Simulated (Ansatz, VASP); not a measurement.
## Al: VASP beside Ansatz

```
CELL_PARAMETERS angstrom
2.66954 0.00000 0.00000
0.00000 2.66954 0.00000
0.00000 0.00000 2.66954
ATOMIC_POSITIONS crystal
Al 0.00000 0.00000 0.00000
```

Alike in both runs: task single point; functional r2SCAN; k mesh 13 × 13 × 13; occupations fermi-dirac, width 0.1 eV; no spin polarisation.

```csv
,VASP,Ansatz
version,VASP 6.6.1,Ansatz 0.2.0
potentials or method,"VASP PAW PBE potentials, release 64 (Al), cutoff 520 eV","plane waves (500 eV) with PAW, scalar-relativistic"
valence electrons in the cell,3,3
```

Ansatz gave:

- pressure (GPa): 2.8

**Question.** Estimate VASP's values.

**Answer.** Pressure (GPa): 2.6.

VASP's potentials were made for PBE, not for r2SCAN. The functional is the same, so the differences come from potentials, cutoffs and numerics.
